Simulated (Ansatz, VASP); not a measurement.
Two plane-wave programs on AlNi

INCAR

```
SYSTEM = AlNi
PREC = Accurate
ENCUT = 520
EDIFF = 1E-6
ISMEAR = 0
SIGMA = 0.15
LREAL = .FALSE.
LASPH = .TRUE.
NELM = 80
ALGO = Fast
ISIF = 2
LWAVE = .FALSE.
LCHARG = .FALSE.
GGA = PS
NBANDS = 28
```

KPOINTS

```
Automatic mesh
0
G
  15 15 5
  0 0 0
```

POSCAR

```
AlNi
1.0
    0.0000000000     -2.8618233747      0.0000000000
    0.0000000000      0.0000000000     -2.8618233747
    9.2854701242      0.0000000000      0.0000000000
Al Ni
3 3
Direct
    1.0000000000      0.0000000000      0.0770511169
    1.0000000000      0.0000000000      0.3852555843
    1.0000000000      0.0000000000      0.6934600518
    0.5000000000      0.5000000000      0.8475622855
    0.5000000000      0.5000000000      0.2311533506
    0.5000000000      0.5000000000      0.5393578181
```

Input for Ansatz:

```yaml
crystal:
  lattice:
    - [0.0, -2.8618233747, 0.0]
    - [0.0, 0.0, -2.8618233747]
    - [9.2854701242, 0.0, 0.0]
  atoms:
    - { symbol: Al, position: [1.0, 0.0, 0.0770511169] }
    - { symbol: Al, position: [1.0, 0.0, 0.3852555843] }
    - { symbol: Al, position: [1.0, 0.0, 0.6934600518] }
    - { symbol: Ni, position: [0.5, 0.5, 0.8475622855] }
    - { symbol: Ni, position: [0.5, 0.5, 0.2311533506] }
    - { symbol: Ni, position: [0.5, 0.5, 0.5393578181] }
basis:
  ecutwfc: 520.0
kpoints:
  mp_grid: { grid: [15, 15, 5] }
hamiltonian:
  xc: pbesol
  pseudopotentials: { kind: paw, azcp: { folder: soft_1 } }
scf:
  occupations: { method: gaussian, width: 0.15 }
output:
  forces: true
  stress: true
  eigenvalues: true
```

Alike in both runs: task single point; functional PBEsol; k mesh 15 × 15 × 5; occupations gaussian, width 0.15 eV; no spin polarisation.

|  | VASP | Ansatz |
| --- | --- | --- |
| version | VASP 6.6.1 | Ansatz 0.2.0 |
| potentials or method | VASP PAW PBE potentials, release 64 (Al, Ni), cutoff 520 eV | scalar-relativistic, plane waves, PAW |
| valence electrons in the cell | 39 | 63 |

```csv
,VASP,Ansatz,Ansatz less VASP
gap on the k mesh at the Fermi level (eV),none,none,-
pressure (GPa),-6.6,-6.9,-0.22
"traceless stress, the component that is largest in VASP (GPa)",-2.05,-2.00,+0.050
rms of the force components (eV/Å),0.418,0.417,-0.0015
```

VASP's potentials were made for PBE, not for PBEsol, and Ansatz warns of the same on its side. Atom by atom the forces differ by 0.004 eV/Å (rms over components). A gap of «none» marks a metal or a gap that the smearing closes. VASP's potentials hold 39 valence electrons a cell and Ansatz's 63, so a difference there can come from the potentials and not from the codes.
